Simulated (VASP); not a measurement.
# Hg2I (P-3m1) in VASP: notebook

Hg2I is run at these levels: PBE; tasks: single point, relaxation of cell and atoms.

Everything below comes from runs of VASP 6.6.1. Logs are shortened: lines on timing, memory, paths and dates and some standing lists are left out, and cuts for length are marked.

### Step 1. The cell of the first run

It takes space group P-3m1 (No. 164, trigonal). The conventional cell has a = 4.424 Å, b = 4.424 Å, c = 5.830 Å, α = 90.00°, β = 90.00°, γ = 120.00°. Hg (site symmetry 3m) has 3 Hg at 2.99 Å and 3 I at 3.33 Å within 3.9 Å. I (site symmetry -3m) has 12 Hg at 3.33 to 4.49 Å and 6 I at 4.42 Å within 4.5 Å.

### Step 2. Single point, PBE

INCAR

```
ALGO     = Normal         # electronic algorithm
EDIFF    = 1E-6           # SCF threshold, eV
ENCUT    = 520            # plane-wave cutoff, eV
GGA      = PE             # functional
ISIF     = 2              # what is computed and relaxed
ISMEAR   = 0              # smearing method
LASPH    = T              # aspherical terms in the spheres
LCHARG   = T              # write CHGCAR
LELF     = T              # ELF
LREAL    = F              # projectors in reciprocal space
LVHAR    = T            
LWAVE    = F              # write WAVECAR
NBANDS   = 22             # bands
NELM     = 60             # most SCF steps
PREC     = Accurate       # precision mode
SIGMA    = 0.1            # smearing width, eV
```

KPOINTS

```
k-points
0
Gamma
  12 12 6
```

POSCAR

```
Hg2I
1.0
    4.4235544826      0.0000000000      0.0000000000
   -2.2117772413      3.8309105569      0.0000000000
    0.0000000000      0.0000000000      5.8303838072
Hg I
2 1
Direct
    0.3333333333      0.6666666667      0.3665159237
    0.6666666667      0.3333333333      0.6334840763
    0.0000000000      0.0000000000      0.0000000000
```

Potentials or basis: VASP PAW PBE potentials, release 64 (Hg, I).

Started as:

```
cat potpaw_PBE.64/Hg/POTCAR potpaw_PBE.64/I/POTCAR > POTCAR
mpirun -np 1 vasp_std > vasp.out
```

OUTCAR:

```text
EDIFF = 1E-6
   ENCUT = 520
   GGA = PE
   ISIF = 2
   ISMEAR = 0
   LASPH = T
   LREAL = F
   NELM = 60
   PREC = Accurate

 ion  position               nearest neighbor table
   1  0.333  0.667  0.367-   2 2.99   2 2.99   2 2.99   3 3.33   3 3.33   3 3.33
   2  0.667  0.333  0.633-   1 2.99   1 2.99   1 2.99   3 3.33   3 3.33   3 3.33
   3  0.000  0.000  0.000-   1 3.33   2 3.33   1 3.33   2 3.33   2 3.33   1 3.33

  LATTYP: Found a hexagonal cell.
 ALAT       =     4.4235544826
 C/A-ratio  =     1.3180314225

  Lattice vectors:

 A1 = (   4.4235544826,   0.0000000000,   0.0000000000)
 A2 = (  -2.2117772413,   3.8309105569,   0.0000000000)
 A3 = (   0.0000000000,   0.0000000000,   5.8303838072)

Analysis of symmetry for initial positions (statically):
=====================================================================
 Subroutine PRICEL returns:
 Original cell was already a primitive cell.

 Routine SETGRP: Setting up the symmetry group for a
 hexagonal supercell.

 Subroutine GETGRP returns: Found 12 space group operations
 (whereof 12 operations were pure point group operations)
 out of a pool of 24 trial point group operations.

The static configuration has the point symmetry D_3d.

Analysis of symmetry for dynamics (positions and initial velocities):
=====================================================================
 Subroutine PRICEL returns:
 Original cell was already a primitive cell.

 Routine SETGRP: Setting up the symmetry group for a
 hexagonal supercell.

 Subroutine GETGRP returns: Found 12 space group operations
 (whereof 12 operations were pure point group operations)
 out of a pool of 24 trial point group operations.

The dynamic configuration has the point symmetry D_3d.

 Subroutine INISYM returns: Found 12 space group operations
 (whereof 12 operations are pure point group operations),
 and found     1 'primitive' translations

----------------------------------------------------------------------------------------

                                     Primitive cell

  volume of cell :      98.8031

  direct lattice vectors                    reciprocal lattice vectors
     4.423554483  0.000000000  0.000000000     0.226062549  0.130517273  0.000000000
    -2.211777241  3.830910557  0.000000000     0.000000000  0.261034547  0.000000000
     0.000000000  0.000000000  5.830383807     0.000000000  0.000000000  0.171515295

  length of vectors
     4.423554483  4.423554483  5.830383807     0.261034547  0.261034547  0.171515295

  position of ions in fractional coordinates (direct lattice)
     0.333333333  0.666666667  0.366515924
     0.666666667  0.333333333  0.633484076
     0.000000000  0.000000000  0.000000000

  ion indices of the primitive-cell ions
   primitive index   ion index
                 1           1
                 2           2
                 3           3

----------------------------------------------------------------------------------------

 KPOINTS: k-points

Automatic generation of k-mesh.
 Grid dimensions read from file:
 generate k-points for:   12   12    6

 Generating k-lattice:

  Cartesian coordinates                     Fractional coordinates (reciprocal lattice)
     0.018838546  0.010876439  0.000000000     0.083333333  0.000000000  0.000000000
     0.000000000  0.021752879  0.000000000     0.000000000  0.083333333  0.000000000
     0.000000000  0.000000000  0.028585883     0.000000000  0.000000000  0.166666667

  Length of vectors
     0.021752879  0.021752879  0.028585883

  Shift w.r.t. Gamma in fractional coordinates (k-lattice)
     0.000000000  0.000000000  0.000000000

 Subroutine IBZKPT returns following result:
 ===========================================

 Found    100 irreducible k-points:

 Following reciprocal coordinates:
            Coordinates               Weight
  0.000000  0.000000  0.000000      1.000000
  0.083333  0.000000  0.000000      6.000000
  0.166667  0.000000  0.000000      6.000000
  0.250000  0.000000  0.000000      6.000000
  0.333333  0.000000  0.000000      6.000000
  0.416667  0.000000  0.000000      6.000000
[... 16 lines left out ...]
  0.166667  0.000000  0.166667      6.000000
  0.000000  0.166667  0.166667      6.000000
 [... further k-points ...]
   k-points           NKPTS =    100   k-points in BZ     NKDIM =    100   number of bands    NBANDS=     22
   number of dos      NEDOS =    301   number of ions     NIONS =      3
   total plane-waves  NPLWV =  62208
   dimension x,y,z NGX =    36 NGY =   36 NGZ =   48
   dimension x,y,z NGXF=    72 NGYF=   72 NGZF=   96
   ions per type =               2   1
   NGX,Y,Z   is equivalent  to a cutoff of  13.53, 13.53, 13.69 a.u.
   NGXF,Y,Z  is equivalent  to a cutoff of  27.06, 27.06, 27.37 a.u.
 SYSTEM =  unknown system
   PREC   = accura    normal or accurate (medium, high low for compatibility)
   ISTART =      0    job   : 0-new  1-cont  2-samecut
   ICHARG =      2    charge: 1-file 2-atom 10-const
   ISPIN  =      1    spin polarized calculation?
   LNONCOLLINEAR =      F non collinear calculations
   LSORBIT =      F    spin-orbit coupling
   LASPH  =      T    aspherical Exc in radial PAW
   ENCUT  =  520.0 eV  38.22 Ry    6.18 a.u.   8.22  8.22 10.84*2*pi/ulx,y,z
   NELM   =     60;   NELMIN=  2; NELMDL= -5     # of ELM steps
   EDIFF  = 0.1E-05   stopping-criterion for ELM
   LREAL  =      F    real-space projection
   EDIFFG = 0.1E-04   stopping-criterion for IOM
   NSW    =      0    number of steps for IOM
   IBRION =     -1    ionic relax: 0-MD 1-quasi-New 2-CG
   NFREE  =      0    steps in history (QN), initial steepest desc. (CG)
   ISIF   =      2    stress and relaxation
   ISYM   =      2    0-nonsym 1-usesym 2-fastsym
   POTIM  = 0.5000    time-step for ionic-motion
   TEBEG  =    0.0;   TEEND  =   0.0 temperature during run
   PSTRESS=    0.0 pullay stress
   NELECT =      31.0000    total number of electrons
   NUPDOWN=      -1.0000    fix difference up-down
   EMIN   =  10.00;   EMAX   =-10.00  energy-range for DOS
   EFERMI =   0.00;   METHOD = LEGACY
   ISMEAR =     0;   SIGMA  =   0.10  broadening in eV -4-tet -1-fermi 0-gaus
   EFERMI_NEDOS =   21; number of points for ismear=-14 and -15
   IALGO  =     38    algorithm
   IMIX   =      4    mixing-type and parameters
     AMIX     =   0.40;   BMIX     =  1.00
     AMIX_MAG =   1.60;   BMIX_MAG =  1.00
  volume/ion in A,a.u.               =      32.93       222.25
  Fermi-wavevector in a.u.,A,eV,Ry     =   1.112428  2.102184 16.837154  1.237496
  Thomas-Fermi vector in A             =   2.249002
   LORBIT       =      0    0 simple, 1 ext, 2 COOP (PROOUT), +10 PAW based schemes
   GGA     = PE    functional components
   LHFCALC =     F    Hartree Fock is set to
   AEXX    =    0.0000 exact exchange contribution
   IVDW    =     0    specifies the selected vdW correction
   LEPSILON=     F    determine dielectric tensor
   LRPA    =     F    only Hartree local field effects (RPA)
 non-spin polarized calculation
 Gauss-broadening in eV      SIGMA  =   0.10
  energy-cutoff  :      520.00
  volume of cell :       98.80
 maximum number of plane-waves:      2691
 NGX is ok and might be reduce to    36
   NGX = 17   NGY = 17   NGZ = 21

 number of electron      30.9999998 magnetization

 Free energy of the ion-electron system (eV)
  ---------------------------------------------------
  ext. energy  EPLUGINS =         0.00000000
  ---------------------------------------------------
  free energy    TOTEN  =        -2.26066980 eV

  energy without entropy =       -2.25712115  energy(sigma->0) =       -2.25889547

 E-fermi :   1.9783     XC(G=0):  -9.0753

 val. band max:        1.9746457917   @ k =   0.2500   0.0000   0.1667
 cond. band min:       1.9839340606   @ k =   0.5000   0.0000   0.3333
 fundamental gap:      0.0092882688
 Fermi energy:         1.9783318914

 k-point     1 :       0.0000    0.0000    0.0000
  band No.  band energies     occupation
      1     -10.5537      2.00000
      2      -4.7877      2.00000
      3      -4.7877      2.00000
      4      -4.4564      2.00000
      5      -4.4564      2.00000
      6      -4.4538      2.00000
[... 14 lines left out ...]
     21      10.3416      0.00000
     22      10.3417      0.00000

 k-point     2 :       0.0833    0.0000    0.0000
  band No.  band energies     occupation
      1     -10.5338      2.00000
      2      -4.7942      2.00000
      3      -4.7847      2.00000
      4      -4.4661      2.00000
      5      -4.4363      2.00000
      6      -4.4327      2.00000
[... 14 lines left out ...]
     21       9.6619      0.00000
     22      10.1961      0.00000

 k-point     3 :       0.1667    0.0000    0.0000
  band No.  band energies     occupation
      1     -10.4787      2.00000
      2      -4.7983      2.00000
      3      -4.7759      2.00000
      4      -4.4922      2.00000
      5      -4.3800      2.00000
      6      -4.3771      2.00000
[... 14 lines left out ...]
     21       9.7162      0.00000
     22       9.8016      0.00000

 k-point     4 :       0.2500    0.0000    0.0000
  band No.  band energies     occupation
      1     -10.4016      2.00000
      2      -4.7727      2.00000
      3      -4.7633      2.00000
      4      -4.5250      2.00000
      5      -4.3038      2.00000
      6      -4.2965      2.00000
[... 14 lines left out ...]
     21       9.0477      0.00000
     22       9.6557      0.00000

 k-point     5 :       0.3333    0.0000    0.0000
  band No.  band energies     occupation
      1     -10.3222      2.00000
      2      -4.7504      2.00000
      3      -4.7008      2.00000
      4      -4.5549      2.00000
      5      -4.2737      2.00000
      6      -4.2234      2.00000
[... 417 lines left out ...]
 k-point    22 :       0.0000    0.0833    0.1667
  band No.  band energies     occupation
      1     -10.5221      2.00000
      2      -4.8094      2.00000
      3      -4.7855      2.00000
      4      -4.4689      2.00000
      5      -4.4390      2.00000
      6      -4.4325      2.00000
[... 14 lines left out ...]
     21       9.8453      0.00000
     22      10.3291      0.00000

 k-point    23 :       0.1667    0.0000    0.1667
  band No.  band energies     occupation
      1     -10.4686      2.00000
      2      -4.8002      2.00000
      3      -4.7957      2.00000
      4      -4.4916      2.00000
      5      -4.3812      2.00000
      6      -4.3743      2.00000
[... 14 lines left out ...]
     21       9.1560      0.00000
     22       9.1881      0.00000

 k-point    24 :       0.0000    0.1667    0.1667
  band No.  band energies     occupation
      1     -10.4697      2.00000
      2      -4.7940      2.00000
      3      -4.7651      2.00000
      4      -4.4936      2.00000
      5      -4.3844      2.00000
      6      -4.3795      2.00000
[... 14 lines left out ...]
     21       9.8845      0.00000
     22      10.3441      0.00000

 [... further k-points ...]

------------------------ aborting loop because EDIFF is reached ----------------------------------------

  FORCE on cell =-STRESS in cart. coord.  units (eV):
  Direction    XX          YY          ZZ          XY          YZ          ZX
  --------------------------------------------------------------------------------------
  -------------------------------------------------------------------------------------
  Total        0.0609126      0.0609126      0.0524794     -0.0000000     -0.0000000      0.0000000
  in kB        0.9877497      0.9877497      0.8509987     -0.0000000     -0.0000000      0.0000000
  external PRESSURE =       0.9421660 kB  Pullay stress =       0.0000000 kB

 VOLUME and BASIS-vectors are now :
 -----------------------------------------------------------------------------
  energy-cutoff  :      520.00
  volume of cell :       98.80
      direct lattice vectors                 reciprocal lattice vectors
     4.423554483  0.000000000  0.000000000     0.226062549  0.130517273  0.000000000
    -2.211777241  3.830910557  0.000000000     0.000000000  0.261034547  0.000000000
     0.000000000  0.000000000  5.830383807     0.000000000  0.000000000  0.171515295

 POSITION                                       TOTAL-FORCE (eV/Angst)
 -----------------------------------------------------------------------------------
     -0.00000      2.55394      2.13693        -0.000000     -0.000000     -0.023297
      2.21178      1.27697      3.69346        -0.000000      0.000000      0.023297
      0.00000      0.00000      0.00000         0.000000      0.000000      0.000000
 -----------------------------------------------------------------------------------
    total drift:                                0.000000     -0.000000     -0.000000

  FREE ENERGIE OF THE ION-ELECTRON SYSTEM (eV)
  ---------------------------------------------------
  free  energy   TOTEN  =        -2.2606697993 eV

  energy  without entropy=       -2.2571211462  energy(sigma->0) =       -2.25889547
```

Run time: 67 s. Hardware: 1 thread of Intel Xeon 6975P-C (Granite Rapids), shared host; peak memory 0.37 GiB.

Results:

| Quantity | Value |
| --- | --- |
| Free energy | -2.2607 eV |
| Pressure | 0.1 GPa |
| Largest force | 0.023 eV/Å |
| Band gap on the k mesh | zero (an odd number of electrons rules out a gap without spin polarisation) |

Forces on the atoms (eV/Å):
```
Hg   0.000  0.000 -0.023
Hg   0.000  0.000  0.023
I    0.000  0.000  0.000
```

Caveat: spin-orbit coupling is left out, which moves the levels of the heavy elements; an odd number of electrons without spin polarisation forces a metal; a magnetic or distorted state may lie lower.

(Continued in part 2 of 2.)
